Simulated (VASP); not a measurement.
# BN (R3m) in VASP: a series of runs

Runs on BN. Level: PBE. Tasks: single point.

Everything below comes from runs of VASP 6.6.1. Logs are shortened: lines on timing, memory, paths and dates and some standing lists are left out, and cuts for length are marked.

**1. The cell of the first run**

It takes space group R3m (No. 160, trigonal). The conventional cell has a = 2.501 Å, b = 2.501 Å, c = 6.272 Å, α = 90.00°, β = 90.00°, γ = 120.00°. B (site symmetry 3m) has 4 N at 1.54 to 1.57 Å within 2.0 Å. N (site symmetry 3m) has 4 B at 1.54 to 1.57 Å within 2.0 Å.

**2. Single point, PBE (epitaxial 111 strain -2.0%)**

INCAR

```
  ALGO = Normal
  EDIFF = 1E-7
  ENCUT = 520
  GGA = PE
  ISIF = 2
  ISMEAR = 0
  LASPH = True
  LCHARG = True
  LELF = True
  LREAL = False
  LVHAR = True
  LWAVE = False
  NBANDS = 11
  NELM = 60
  PREC = Accurate
  SIGMA = 0.01
```

KPOINTS

```
k-points
0
Gamma
  6 6 6
```

POSCAR

```
BN
1.0
    0.0279397916      1.7966687473      1.7966687473
    1.7966687473      0.0279397916      1.7966687473
    1.7966687473      1.7966687473      0.0279397916
B N
1 1
Direct
    0.0001412061      0.0001412061      0.0001412061
    0.2498587939      0.2498587939      0.2498587939
```

Potentials or basis: VASP PAW PBE potentials, release 64 (B, N).

On the command line:

```sh
cat potpaw_PBE.64/B/POTCAR potpaw_PBE.64/N/POTCAR > POTCAR
mpirun -np 1 vasp_std > vasp.out
```

OUTCAR:

```text
EDIFF = 1E-7
   ENCUT = 520
   GGA = PE
   ISIF = 2
   ISMEAR = 0
   LASPH = True
   LREAL = False
   NELM = 60
   PREC = Accurate

 ion  position               nearest neighbor table
   1  0.000  0.000  0.000-   2 1.54   2 1.54   2 1.54   2 1.57
   2  0.250  0.250  0.250-   1 1.54   1 1.54   1 1.54   1 1.57

  LATTYP: Found a trigonal (rhomboedric) cell.
 ALAT       =     2.5410269198
 COS(alpha) =     0.5154885561

  Lattice vectors:

 A1 = (   0.0279397916,   1.7966687473,   1.7966687473)
 A2 = (   1.7966687473,   0.0279397916,   1.7966687473)
 A3 = (   1.7966687473,   1.7966687473,   0.0279397916)

Analysis of symmetry for initial positions (statically):
=====================================================================
 Subroutine PRICEL returns:
 Original cell was already a primitive cell.

 Routine SETGRP: Setting up the symmetry group for a
 trigonal (rhombohedral) supercell.

 Subroutine GETGRP returns: Found  6 space group operations
 (whereof  6 operations were pure point group operations)
 out of a pool of 12 trial point group operations.

The static configuration has the point symmetry C_3v.

Analysis of symmetry for dynamics (positions and initial velocities):
=====================================================================
 Subroutine PRICEL returns:
 Original cell was already a primitive cell.

 Routine SETGRP: Setting up the symmetry group for a
 trigonal (rhombohedral) supercell.

 Subroutine GETGRP returns: Found  6 space group operations
 (whereof  6 operations were pure point group operations)
 out of a pool of 12 trial point group operations.

The dynamic configuration has the point symmetry C_3v.

 Subroutine INISYM returns: Found  6 space group operations
 (whereof  6 operations are pure point group operations),
 and found     1 'primitive' translations

----------------------------------------------------------------------------------------

                                     Primitive cell

  volume of cell :      11.3288

  direct lattice vectors                    reciprocal lattice vectors
     0.027939792  1.796668747  1.796668747    -0.284869948  0.280507803  0.280507803
     1.796668747  0.027939792  1.796668747     0.280507803 -0.284869948  0.280507803
     1.796668747  1.796668747  0.027939792     0.280507803  0.280507803 -0.284869948

  length of vectors
     2.541026920  2.541026920  2.541026920     0.488385240  0.488385240  0.488385240

  position of ions in fractional coordinates (direct lattice)
     0.000141206  0.000141206  0.000141206
     0.249858794  0.249858794  0.249858794

  ion indices of the primitive-cell ions
   primitive index   ion index
                 1           1
                 2           2

----------------------------------------------------------------------------------------

 KPOINTS: k-points

Automatic generation of k-mesh.
 Grid dimensions read from file:
 generate k-points for:    6    6    6

 Generating k-lattice:

  Cartesian coordinates                     Fractional coordinates (reciprocal lattice)
    -0.047478325  0.046751301  0.046751301     0.166666667 -0.000000000 -0.000000000
     0.046751301 -0.047478325  0.046751301    -0.000000000  0.166666667 -0.000000000
     0.046751301  0.046751301 -0.047478325    -0.000000000 -0.000000000  0.166666667

  Length of vectors
     0.081397540  0.081397540  0.081397540

  Shift w.r.t. Gamma in fractional coordinates (k-lattice)
     0.000000000  0.000000000  0.000000000

 Subroutine IBZKPT returns following result:
 ===========================================

 Found     32 irreducible k-points:

 Following reciprocal coordinates:
            Coordinates               Weight
  0.000000  0.000000  0.000000      1.000000
  0.166667  0.000000  0.000000      6.000000
  0.333333  0.000000 -0.000000      6.000000
  0.500000  0.000000  0.000000      3.000000
  0.166667  0.166667  0.000000      6.000000
  0.333333  0.166667 -0.000000     12.000000
[... 16 lines left out ...]
  0.500000  0.500000  0.166667      6.000000
 -0.333333  0.500000  0.166667     12.000000
 [... further k-points ...]
   k-points           NKPTS =     32   k-points in BZ     NKDIM =     32   number of bands    NBANDS=     11
   number of dos      NEDOS =    301   number of ions     NIONS =      2
   total plane-waves  NPLWV =   8000
   dimension x,y,z NGX =    20 NGY =   20 NGZ =   20
   dimension x,y,z NGXF=    40 NGYF=   40 NGZF=   40
   ions per type =               1   1
   NGX,Y,Z   is equivalent  to a cutoff of  13.08, 13.08, 13.08 a.u.
   NGXF,Y,Z  is equivalent  to a cutoff of  26.17, 26.17, 26.17 a.u.
 SYSTEM =  unknown system
   PREC   = accura    normal or accurate (medium, high low for compatibility)
   ISTART =      0    job   : 0-new  1-cont  2-samecut
   ICHARG =      2    charge: 1-file 2-atom 10-const
   ISPIN  =      1    spin polarized calculation?
   LNONCOLLINEAR =      F non collinear calculations
   LSORBIT =      F    spin-orbit coupling
   LASPH  =      T    aspherical Exc in radial PAW
   ENCUT  =  520.0 eV  38.22 Ry    6.18 a.u.   4.72  4.72  4.72*2*pi/ulx,y,z
   NELM   =     60;   NELMIN=  2; NELMDL= -5     # of ELM steps
   EDIFF  = 0.1E-06   stopping-criterion for ELM
   LREAL  =      F    real-space projection
   EDIFFG = 0.1E-05   stopping-criterion for IOM
   NSW    =      0    number of steps for IOM
   IBRION =     -1    ionic relax: 0-MD 1-quasi-New 2-CG
   NFREE  =      0    steps in history (QN), initial steepest desc. (CG)
   ISIF   =      2    stress and relaxation
   ISYM   =      2    0-nonsym 1-usesym 2-fastsym
   POTIM  = 0.5000    time-step for ionic-motion
   TEBEG  =    0.0;   TEEND  =   0.0 temperature during run
   PSTRESS=    0.0 pullay stress
   NELECT =       8.0000    total number of electrons
   NUPDOWN=      -1.0000    fix difference up-down
   EMIN   =  10.00;   EMAX   =-10.00  energy-range for DOS
   EFERMI =   0.00;   METHOD = LEGACY
   ISMEAR =     0;   SIGMA  =   0.01  broadening in eV -4-tet -1-fermi 0-gaus
   EFERMI_NEDOS =   21; number of points for ismear=-14 and -15
   IALGO  =     38    algorithm
   IMIX   =      4    mixing-type and parameters
     AMIX     =   0.40;   BMIX     =  1.00
     AMIX_MAG =   1.60;   BMIX_MAG =  1.00
  volume/ion in A,a.u.               =       5.66        38.23
  Fermi-wavevector in a.u.,A,eV,Ry     =   1.457841  2.754919 28.916452  2.125299
  Thomas-Fermi vector in A             =   2.574595
   LORBIT       =      0    0 simple, 1 ext, 2 COOP (PROOUT), +10 PAW based schemes
   GGA     = PE    functional components
   LHFCALC =     F    Hartree Fock is set to
   AEXX    =    0.0000 exact exchange contribution
   IVDW    =     0    specifies the selected vdW correction
   LEPSILON=     F    determine dielectric tensor
   LRPA    =     F    only Hartree local field effects (RPA)
 non-spin polarized calculation
 Gauss-broadening in eV      SIGMA  =   0.01
  energy-cutoff  :      520.00
  volume of cell :       11.33
 maximum number of plane-waves:       314
   NGX =  9   NGY =  9   NGZ =  9

 number of electron       7.9999999 magnetization

 Free energy of the ion-electron system (eV)
  ---------------------------------------------------
  ext. energy  EPLUGINS =         0.00000000
  ---------------------------------------------------
  free energy    TOTEN  =       -17.39690639 eV

  energy without entropy =      -17.39690639  energy(sigma->0) =      -17.39690639

 E-fermi :   8.1487     XC(G=0): -13.0279

 val. band max:        7.9746823428   @ k =   0.0000   0.0000   0.0000
 cond. band min:      12.4127029753   @ k =   0.5000   0.5000   0.0000
 fundamental gap:      4.4380206326
 Fermi energy:         8.1486963950

 k-point     1 :       0.0000    0.0000    0.0000
  band No.  band energies     occupation
      1     -12.7874      2.00000
      2       7.8302      2.00000
      3       7.9747      2.00000
      4       7.9747      2.00000
      5      16.4085      0.00000
      6      17.1563      0.00000
      7      17.1563      0.00000
      8      19.0922      0.00000
      9      33.4662      0.00000
     10      36.2156      0.00000
     11      36.2156      0.00000

 k-point     2 :       0.1667    0.0000    0.0000
  band No.  band energies     occupation
      1     -12.0861      2.00000
      2       4.8955      2.00000
      3       7.1964      2.00000
      4       7.2910      2.00000
      5      17.2200      0.00000
      6      17.8743      0.00000
      7      18.1144      0.00000
      8      20.9469      0.00000
      9      31.9337      0.00000
     10      32.4798      0.00000
     11      32.5296      0.00000

 k-point     3 :       0.3333    0.0000   -0.0000
  band No.  band energies     occupation
      1     -10.1223      2.00000
      2      -0.1344      2.00000
      3       6.2304      2.00000
      4       6.2598      2.00000
      5      18.0365      0.00000
      6      18.7065      0.00000
      7      19.0077      0.00000
      8      23.0339      0.00000
      9      31.5613      0.00000
     10      32.4528      0.00000
     11      33.1296      0.00000

 k-point     4 :       0.5000    0.0000    0.0000
  band No.  band energies     occupation
      1      -8.2992      2.00000
      2      -3.1304      2.00000
      3       5.8448      2.00000
      4       5.8473      2.00000
      5      18.2490      0.00000
      6      18.8133      0.00000
      7      19.0139      0.00000
      8      23.6278      0.00000
      9      31.9165      0.00000
     10      34.9387      0.00000
     11      35.8025      0.00000

 k-point     5 :       0.1667    0.1667    0.0000
  band No.  band energies     occupation
      1     -11.8650      2.00000
      2       5.8263      2.00000
      3       6.0081      2.00000
      4       6.1970      2.00000
      5      15.8581      0.00000
      6      19.3009      0.00000
      7      19.6828      0.00000
      8      20.6038      0.00000
      9      27.5375      0.00000
     10      35.1573      0.00000
     11      37.5025      0.00000
[... 211 lines left out ...]
 k-point    21 :      -0.3333    0.3333    0.1667
  band No.  band energies     occupation
      1      -7.1464      2.00000
      2      -1.3699      2.00000
      3       1.7123      2.00000
      4       3.1697      2.00000
      5      17.5601      0.00000
      6      20.1789      0.00000
      7      23.3360      0.00000
      8      24.8885      0.00000
      9      26.4370      0.00000
     10      34.4056      0.00000
     11      36.9304      0.00000

 k-point    22 :      -0.1667    0.3333    0.1667
  band No.  band energies     occupation
      1      -8.5442      2.00000
      2       0.2196      2.00000
      3       2.3092      2.00000
      4       4.2278      2.00000
      5      16.7957      0.00000
      6      19.9449      0.00000
      7      21.5053      0.00000
      8      23.9929      0.00000
      9      28.3027      0.00000
     10      34.2946      0.00000
     11      36.7954      0.00000

 k-point    23 :       0.5000    0.5000    0.1667
  band No.  band energies     occupation
      1      -7.6035      2.00000
      2      -0.3846      2.00000
      3       1.6254      2.00000
      4       3.5850      2.00000
      5      14.4086      0.00000
      6      19.2523      0.00000
      7      24.7695      0.00000
      8      25.1613      0.00000
      9      28.3526      0.00000
     10      35.3405      0.00000
     11      38.8239      0.00000

 k-point    24 :      -0.3333    0.5000    0.1667
  band No.  band energies     occupation
      1      -6.6938      2.00000
      2      -0.5139      2.00000
      3       1.4128      2.00000
      4       1.5804      2.00000
      5      15.8290      0.00000
      6      20.2970      0.00000
      7      23.4928      0.00000
      8      25.3546      0.00000
      9      28.1524      0.00000
     10      34.5679      0.00000
     11      38.7880      0.00000

 [... further k-points ...]

------------------------ aborting loop because EDIFF is reached ----------------------------------------

  FORCE on cell =-STRESS in cart. coord.  units (eV):
  Direction    XX          YY          ZZ          XY          YZ          ZX
  --------------------------------------------------------------------------------------
  -------------------------------------------------------------------------------------
  Total        1.4782509      1.4782509      1.4782509     -0.5503752     -0.5503752     -0.5503752
  in kB      209.0616581    209.0616581    209.0616581    -77.8368263    -77.8368263    -77.8368263
  external PRESSURE =     209.0616581 kB  Pullay stress =       0.0000000 kB

 VOLUME and BASIS-vectors are now :
 -----------------------------------------------------------------------------
  energy-cutoff  :      520.00
  volume of cell :       11.33
      direct lattice vectors                 reciprocal lattice vectors
     0.027939792  1.796668747  1.796668747    -0.284869948  0.280507803  0.280507803
     1.796668747  0.027939792  1.796668747     0.280507803 -0.284869948  0.280507803
     1.796668747  1.796668747  0.027939792     0.280507803  0.280507803 -0.284869948

 POSITION                                       TOTAL-FORCE (eV/Angst)
 -----------------------------------------------------------------------------------
      0.00051      0.00051      0.00051         0.020391      0.020391      0.020391
      0.90481      0.90481      0.90481        -0.020391     -0.020391     -0.020391
 -----------------------------------------------------------------------------------
    total drift:                                0.000015      0.000015      0.000015

  FREE ENERGIE OF THE ION-ELECTRON SYSTEM (eV)
  ---------------------------------------------------
  free  energy   TOTEN  =       -17.3969063861 eV

  energy  without entropy=      -17.3969063861  energy(sigma->0) =      -17.39690639
```

Wall time 5.4 s (1 thread of Intel Xeon Platinum 8259CL at 2.50GHz (Skylake/Cascade Lake), shared host); peak memory 0.12 GiB.

Results:

```yaml
Free_energy: -17.3969 eV
Pressure: 20.9 GPa
Largest_force: 0.035 eV/Å
Band_gap_on_the_k_mesh: 4.44 eV, indirect (least direct gap 8.43 eV)
```

Forces on the atoms (eV/Å):
```
B    0.020  0.020  0.020
N   -0.020 -0.020 -0.020
```

Caveat: the k points lie up to 0.51 Å⁻¹ apart; the cell differs from its parent crystal (epitaxial 111 strain -2.0%).

[end of part 1 of 2]
